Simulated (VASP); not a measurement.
# Al2Cu (I4/mmm) in VASP: a series of runs, part 2 of 2

VASP 6.6.1. Earlier steps stand in the parts before.

## Step 3: Relaxation of cell and atoms, PBEsol

This run uses another cell than the first one, of 15.67 Å³/atom.

File INCAR:

```
SYSTEM = Al2Cu
ALGO     = Normal         ! electronic algorithm
EDIFF    = 1E-7           ! SCF threshold, eV
EDIFFG   = -0.03          ! ionic threshold
ENCUT    = 600            ! plane-wave cutoff, eV
GGA      = PS             ! functional
GGA_COMPAT= .FALSE.      
IBRION   = 2              ! ionic algorithm
ISIF     = 3              ! what is computed and relaxed
ISMEAR   = 0              ! smearing method
LASPH    = .TRUE.         ! aspherical terms in the spheres
LCHARG   = .FALSE.        ! write CHGCAR
LREAL    = .FALSE.        ! projectors in reciprocal space
LWAVE    = .FALSE.        ! write WAVECAR
NELM     = 120            ! most SCF steps
NELMIN   = 4            
NSW      = 80             ! ionic steps
PREC     = Accurate       ! precision mode
SIGMA    = 0.05           ! smearing width, eV
```

File KPOINTS:

```
k-points
0
G
  5 5 6
  0 0 0
```

File POSCAR:

```
Al2Cu
1.0
   -2.0303370000      2.0303370000      2.8510940000
    2.0303370000     -2.0303370000      2.8510940000
    2.0303370000      2.0303370000     -2.8510940000
Al Cu
2 1
Direct
    0.7500000000      0.2500000000      0.5000000000
    0.2500000000      0.7500000000      0.5000000000
    0.5000000000      0.5000000000      0.0000000000
```

Potentials or basis: VASP PAW PBE potentials, release 64 (Al, Cu).

On the command line:

```bash
cat potpaw_PBE.64/Al/POTCAR potpaw_PBE.64/Cu/POTCAR > POTCAR
mpirun -np 1 vasp_std > vasp.out
```

OUTCAR:

```text
SYSTEM = Al2Cu
   EDIFF = 1E-7
   EDIFFG = -0.03
   ENCUT = 600
   GGA = PS
   IBRION = 2
   ISIF = 3
   ISMEAR = 0
   LASPH = .TRUE.
   LREAL = .FALSE.
   NELM = 120
   NELMIN = 4
   NSW = 80
   PREC = Accurate

 ion  position               nearest neighbor table
   1  0.750  0.250  0.500-   3 2.48   3 2.48   3 2.48   3 2.48   2 2.85   2 2.85   2 2.87   2 2.87
                             2 2.87   2 2.87
   2  0.250  0.750  0.500-   3 2.48   3 2.48   3 2.48   3 2.48   1 2.85   1 2.85   1 2.87   1 2.87
                             1 2.87   1 2.87
   3  0.500  0.500  0.000-   2 2.48   1 2.48   1 2.48   2 2.48   1 2.48   2 2.48   2 2.48   1 2.48

  LATTYP: Found a body centered tetragonal cell.
 ALAT       =     4.0606740000
 C/A-ratio  =     1.4042466842

  Lattice vectors:

 A1 = (  -2.0303370000,   2.0303370000,   2.8510940000)
 A2 = (   2.0303370000,  -2.0303370000,   2.8510940000)
 A3 = (   2.0303370000,   2.0303370000,  -2.8510940000)

Analysis of symmetry for initial positions (statically):
=====================================================================
 Subroutine PRICEL returns:
 Original cell was already a primitive cell.

 Routine SETGRP: Setting up the symmetry group for a
 body centered tetragonal supercell.

 Subroutine GETGRP returns: Found 16 space group operations
 (whereof 16 operations were pure point group operations)
 out of a pool of 16 trial point group operations.

The static configuration has the point symmetry D_4h.

Analysis of symmetry for dynamics (positions and initial velocities):
=====================================================================
 Subroutine PRICEL returns:
 Original cell was already a primitive cell.

 Routine SETGRP: Setting up the symmetry group for a
 body centered tetragonal supercell.

 Subroutine GETGRP returns: Found 16 space group operations
 (whereof 16 operations were pure point group operations)
 out of a pool of 16 trial point group operations.

The dynamic configuration has the point symmetry D_4h.

 Subroutine INISYM returns: Found 16 space group operations
 (whereof 16 operations are pure point group operations),
 and found     1 'primitive' translations

----------------------------------------------------------------------------------------

                                     Primitive cell

  volume of cell :      47.0119

  direct lattice vectors                    reciprocal lattice vectors
    -2.030337000  2.030337000  2.851094000     0.000000000  0.246264536  0.175371279
     2.030337000 -2.030337000  2.851094000     0.246264536  0.000000000  0.175371279
     2.030337000  2.030337000 -2.851094000     0.246264536  0.246264536  0.000000000

  length of vectors
     4.046390202  4.046390202  4.046390202     0.302326491  0.302326491  0.348270647

  position of ions in fractional coordinates (direct lattice)
     0.750000000  0.250000000  0.500000000
     0.250000000  0.750000000  0.500000000
     0.500000000  0.500000000  0.000000000

  ion indices of the primitive-cell ions
   primitive index   ion index
                 1           1
                 2           2
                 3           3

----------------------------------------------------------------------------------------

 KPOINTS: k-points

Automatic generation of k-mesh.
[... 74 lines left out ...]
   dimension x,y,z NGXF=    64 NGYF=   64 NGZF=   64
   ions per type =               2   1
   NGX,Y,Z   is equivalent  to a cutoff of  13.15, 13.15, 13.15 a.u.
   NGXF,Y,Z  is equivalent  to a cutoff of  26.29, 26.29, 26.29 a.u.
 SYSTEM =  Al2Cu
   PREC   = accura    normal or accurate (medium, high low for compatibility)
   ISTART =      0    job   : 0-new  1-cont  2-samecut
   ICHARG =      2    charge: 1-file 2-atom 10-const
   ISPIN  =      1    spin polarized calculation?
   LNONCOLLINEAR =      F non collinear calculations
   LSORBIT =      F    spin-orbit coupling
   LASPH  =      T    aspherical Exc in radial PAW
   ENCUT  =  600.0 eV  44.10 Ry    6.64 a.u.   8.08  8.08  8.08*2*pi/ulx,y,z
   NELM   =    120;   NELMIN=  4; NELMDL= -5     # of ELM steps
   EDIFF  = 0.1E-06   stopping-criterion for ELM
   LREAL  =      F    real-space projection
   EDIFFG = -.3E-01   stopping-criterion for IOM
   NSW    =     80    number of steps for IOM
   IBRION =      2    ionic relax: 0-MD 1-quasi-New 2-CG
   NFREE  =      1    steps in history (QN), initial steepest desc. (CG)
   ISIF   =      3    stress and relaxation
   ISYM   =      2    0-nonsym 1-usesym 2-fastsym
   POTIM  = 0.5000    time-step for ionic-motion
   TEBEG  =    0.0;   TEEND  =   0.0 temperature during run
   PSTRESS=    0.0 pullay stress
   NELECT =      17.0000    total number of electrons
   NUPDOWN=      -1.0000    fix difference up-down
   EMIN   =  10.00;   EMAX   =-10.00  energy-range for DOS
   EFERMI =   0.00;   METHOD = LEGACY
   ISMEAR =     0;   SIGMA  =   0.05  broadening in eV -4-tet -1-fermi 0-gaus
   EFERMI_NEDOS =   21; number of points for ismear=-14 and -15
   IALGO  =     38    algorithm
   IMIX   =      4    mixing-type and parameters
     AMIX     =   0.40;   BMIX     =  1.00
     AMIX_MAG =   1.60;   BMIX_MAG =  1.00
  volume/ion in A,a.u.               =      15.67       105.75
  Fermi-wavevector in a.u.,A,eV,Ry     =   1.166331  2.204046 18.508391  1.360328
  Thomas-Fermi vector in A             =   2.302846
   LORBIT       =      0    0 simple, 1 ext, 2 COOP (PROOUT), +10 PAW based schemes
   GGA     = PS    functional components
   LHFCALC =     F    Hartree Fock is set to
   AEXX    =    0.0000 exact exchange contribution
   IVDW    =     0    specifies the selected vdW correction
   LEPSILON=     F    determine dielectric tensor
   LRPA    =     F    only Hartree local field effects (RPA)
 conjugate gradient relaxation of ions
 non-spin polarized calculation
 Gauss-broadening in eV      SIGMA  =   0.05
  energy-cutoff  :      600.00
  volume of cell :       47.01
 maximum number of plane-waves:      1584
   NGX = 17   NGY = 17   NGZ = 17

 number of electron      17.0000011 magnetization

 Free energy of the ion-electron system (eV)
  ---------------------------------------------------
  ext. energy  EPLUGINS =         0.00000000
  ---------------------------------------------------
  free energy    TOTEN  =       -12.99816838 eV

  energy without entropy =      -12.99651823  energy(sigma->0) =      -12.99734330

 E-fermi :   6.9592     XC(G=0): -10.6285

 val. band max:        6.9468363261   @ k =   0.4000   0.0000   0.1667
 cond. band min:       7.0115290083   @ k =  -0.2000   0.0000   0.3333
 fundamental gap:      0.0646926822
 Fermi energy:         6.9591997862

 k-point     1 :       0.0000    0.0000    0.0000
  band No.  band energies     occupation
      1      -3.2074      2.00000
      2       2.4538      2.00000
      3       2.4604      2.00000
      4       2.4604      2.00000
      5       3.0216      2.00000
      6       3.0324      2.00000
      7       9.9726      0.00000
      8       9.9726      0.00000
      9       9.9925      0.00000
     10      10.0262      0.00000
     11      10.0738      0.00000
     12      10.0738      0.00000
[... 331 lines left out ...]
 k-point    24 :      -0.2000   -0.2000    0.1667
  band No.  band energies     occupation
      1      -2.4625      2.00000
      2       2.2482      2.00000
      3       2.5696      2.00000
      4       2.5746      2.00000
      5       2.9097      2.00000
      6       3.0775      2.00000
      7       6.8785      1.97747
      8       6.9257      1.65633
      9       7.8610      0.00000
     10       8.6163      0.00000
     11      10.2696      0.00000
     12      13.5126      0.00000

 [... further k-points ...]

------------------------ aborting loop because EDIFF is reached ----------------------------------------

  FORCE on cell =-STRESS in cart. coord.  units (eV):
  Direction    XX          YY          ZZ          XY          YZ          ZX
  --------------------------------------------------------------------------------------
  -------------------------------------------------------------------------------------
  Total        0.0219880      0.0219880      0.0362973      0.0000000      0.0000000      0.0000000
  in kB        0.7493561      0.7493561      1.2370209      0.0000000      0.0000000      0.0000000
  external PRESSURE =       0.9119110 kB  Pullay stress =       0.0000000 kB

 VOLUME and BASIS-vectors are now :
 -----------------------------------------------------------------------------
  energy-cutoff  :      600.00
  volume of cell :       47.01
      direct lattice vectors                 reciprocal lattice vectors
    -2.030337000  2.030337000  2.851094000     0.000000000  0.246264536  0.175371279
     2.030337000 -2.030337000  2.851094000     0.246264536  0.000000000  0.175371279
     2.030337000  2.030337000 -2.851094000     0.246264536  0.246264536  0.000000000

 POSITION                                       TOTAL-FORCE (eV/Angst)
 -----------------------------------------------------------------------------------
     -0.00000      2.03034      1.42555        -0.000000     -0.000000     -0.000000
      2.03034     -0.00000      1.42555         0.000000     -0.000000      0.000000
      0.00000      0.00000      2.85109         0.000000      0.000000     -0.000000
 -----------------------------------------------------------------------------------
    total drift:                               -0.000000      0.000000     -0.000000

  FREE ENERGIE OF THE ION-ELECTRON SYSTEM (eV)
  ---------------------------------------------------
  free  energy   TOTEN  =       -12.9981683762 eV

  energy  without entropy=      -12.9965182263  energy(sigma->0) =      -12.99734330

 reached required accuracy - stopping structural energy minimisation
```

Wall time 14 s (1 thread of Intel Xeon 6975P-C (Granite Rapids), shared host); peak memory 0.19 GiB.

Results:

* Free energy: -12.9982 eV
* Pressure after relaxing: 0.1 GPa
* Band gap on the k mesh: zero (an odd number of electrons rules out a gap without spin polarisation)

Final structure:
```cif
data_structure
_symmetry_space_group_name_H-M 'P 1'
_symmetry_Int_Tables_number 1
_cell_length_a 4.0464
_cell_length_b 4.0464
_cell_length_c 4.0464
_cell_angle_alpha 119.766
_cell_angle_beta 119.766
_cell_angle_gamma 90.405
_cell_volume 47.01
loop_
_atom_site_label
_atom_site_type_symbol
_atom_site_fract_x
_atom_site_fract_y
_atom_site_fract_z
_atom_site_occupancy
Al1 Al 0.75000 0.25000 0.50000 1
Al2 Al 0.25000 0.75000 0.50000 1
Cu1 Cu 0.50000 0.50000 0.00000 1
```

Caveat: the k points lie up to 0.36 Å⁻¹ apart in the final cell, too coarse for converged energies and pressures of a metal; the relaxation stopped at its first step, so nothing moved; the PAW data sets were made with another functional, which shifts forces and pressure a little.
